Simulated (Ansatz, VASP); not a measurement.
**Os: VASP beside Ansatz**

Contents of POSCAR:

```
Os
1.0
    0.0000000000      1.9450000000      1.9450000000
    2.0908750000      0.0000000000      1.9450000000
    2.0908750000      1.9450000000      0.0000000000
Os
1
Direct
    0.0000000000      0.0000000000      0.0000000000
```

The input INCAR.step1:

```
SYSTEM = Os
ALGO     = Normal         ! electronic algorithm
EDIFF    = 1E-4           ! SCF threshold, eV
ENCUT    = 520            ! plane-wave cutoff, eV
GGA      = PE             ! functional
ISMEAR   = 0              ! smearing method
LASPH    = .TRUE.         ! aspherical terms in the spheres
LCHARG   = .FALSE.        ! write CHGCAR
LREAL    = .FALSE.        ! projectors in reciprocal space
LWAVE    = .TRUE.         ! write WAVECAR
NBANDS   = 10             ! bands
NELM     = 60             ! most SCF steps
PREC     = Accurate       ! precision mode
SIGMA    = 0.15           ! smearing width, eV
```

The input INCAR.step2:

```
SYSTEM = Os
ALGO     = Normal         ! electronic algorithm
EDIFF    = 1E-7           ! SCF threshold, eV
ENCUT    = 520            ! plane-wave cutoff, eV
ISIF     = 2              ! what is computed and relaxed
ISMEAR   = 0              ! smearing method
ISTART   = 1            
LASPH    = .TRUE.         ! aspherical terms in the spheres
LCHARG   = .FALSE.        ! write CHGCAR
LMIXTAU  = .TRUE.       
LREAL    = .FALSE.        ! projectors in reciprocal space
LWAVE    = .FALSE.        ! write WAVECAR
METAGGA  = R2SCAN         ! meta-GGA
NBANDS   = 10             ! bands
NELM     = 60             ! most SCF steps
PREC     = Accurate       ! precision mode
SIGMA    = 0.15           ! smearing width, eV
```

File KPOINTS:

```
k-points
0
G
  20 20 20
  0 0 0
```

Input for Ansatz:

```yaml
crystal:
  lattice:
    - [0.0, 1.945, 1.945]
    - [2.090875, 0.0, 1.945]
    - [2.090875, 1.945, 0.0]
  atoms:
    - { symbol: Os, position: [0.0, 0.0, 0.0] }
basis:
  ecutwfc: 500
kpoints:
  mp_grid: { grid: [20, 20, 20] }
hamiltonian:
  xc: r2scan
scf:
  occupations: { method: gaussian, width: 0.15 }
output:
  forces: true
  stress: true
  eigenvalues: true
```

Change from the starting cell: strain +0.0750 x Voigt [1, 0, 0, 0, 0, 0], atoms carried along.

Alike in both runs: task single point; functional r2SCAN; k mesh 20 × 20 × 20; occupations gaussian, width 0.15 eV; no spin polarisation.

|  | VASP | Ansatz |
| --- | --- | --- |
| version | VASP 6.6.1 | Ansatz 0.2.0 |
| potentials or method | VASP PAW PBE potentials, release 64 (Os), cutoff 520 eV | scalar-relativistic, plane waves, PAW |
| valence electrons in the cell | 8 | 16 |

```csv
,VASP,Ansatz,Ansatz less VASP
gap on the k mesh at the Fermi level (eV),none,none,-
pressure (GPa),-36.1,-36.2,-0.11
"traceless stress, the component that is largest in VASP (GPa)",-13.19,-13.37,-0.181
```

VASP's potentials were made for PBE, not for r2SCAN. A gap of «none» marks a metal or a gap that the smearing closes. Both programs put the cell under strong tension, so it lies far from rest at this level. With one functional, cell and mesh, what is left measures potentials, basis and numerics. VASP's potentials hold 8 valence electrons a cell and Ansatz's 16, so a difference there can come from the potentials and not from the codes.

Neither program's run includes spin-orbit coupling. Noted on VASP's run: the cell as given lies far from equilibrium.
